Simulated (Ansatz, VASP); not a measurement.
# W: VASP beside Ansatz

Contents of INCAR:

```
SYSTEM = W
ALGO = Normal
EDIFF = 1E-7
ENCUT = 520
GGA = RP
ISIF = 2
ISMEAR = -1
LASPH = .True.
LCHARG = .False.
LREAL = .False.
LWAVE = .False.
NBANDS = 28
NELM = 60
PREC = Accurate
SIGMA = 0.1
```

The input KPOINTS:

```
k-points
0
Gamma
  9 9 13
  0 0 0
```

File POSCAR:

```
W
1.0
    4.8295022228      0.0000000000      0.0000000000
   -2.4147511114      4.1824716126      0.0000000000
    0.0000000000      0.0000000000      2.6893967768
W
3
Direct
    0.0000000000      0.0000000000      0.0000000000
    0.3333333333      0.6666666667      0.5000000000
    0.6666666667      0.3333333333      0.5000000000
```

Input for Ansatz:

```yaml
crystal:
  lattice:
    - [4.8295022228, 0.0, 0.0]
    - [-2.4147511114, 4.1824716126, 0.0]
    - [0.0, 0.0, 2.6893967768]
  atoms:
    - { symbol: W, position: [0.0, 0.0, 0.0] }
    - { symbol: W, position: [0.3333333333, 0.6666666667, 0.5] }
    - { symbol: W, position: [0.6666666667, 0.3333333333, 0.5] }
hamiltonian:
  xc: rpbe
  pseudopotentials:
    kind: paw
    azcp:
      W: "pseudopotentials/W.paw.azcp"
basis:
  ecutwfc: 420
  fft_grid_basis: typed
kpoints:
  mp_grid: { grid: [9, 9, 13], shift: [0, 0, 0] }
magnetization:
  spin_polarized: false
scf:
  occupations: { method: fermi_dirac, width: 0.1 }
  lower_state_search: "off"
output:
  stress: true
```

Alike in both runs: task single point; functional RPBE; k mesh 9 × 9 × 13; occupations fermi-dirac, width 0.1 eV; no spin polarisation.

|  | VASP | Ansatz |
| --- | --- | --- |
| version | VASP 6.6.1 | Ansatz 0.2.0 |
| potentials or method | VASP PAW PBE potentials, release 64 (W_sv), cutoff 520 eV | plane waves (420 eV) with PAW, scalar-relativistic |
| valence electrons in the cell | 42 | 42 |

Ansatz gave:

| Property | Result |
| --- | --- |
| pressure (GPa) | -17.3 |
| traceless stress, the component that is largest in VASP (GPa) | -2.06 |

Q: What did VASP give for the same quantities?

A: Pressure (GPa): -17.1; traceless stress, the component that is largest in VASP (GPa): -1.87.

VASP's potentials were made for PBE, not for RPBE.

Neither program's run includes spin-orbit coupling.
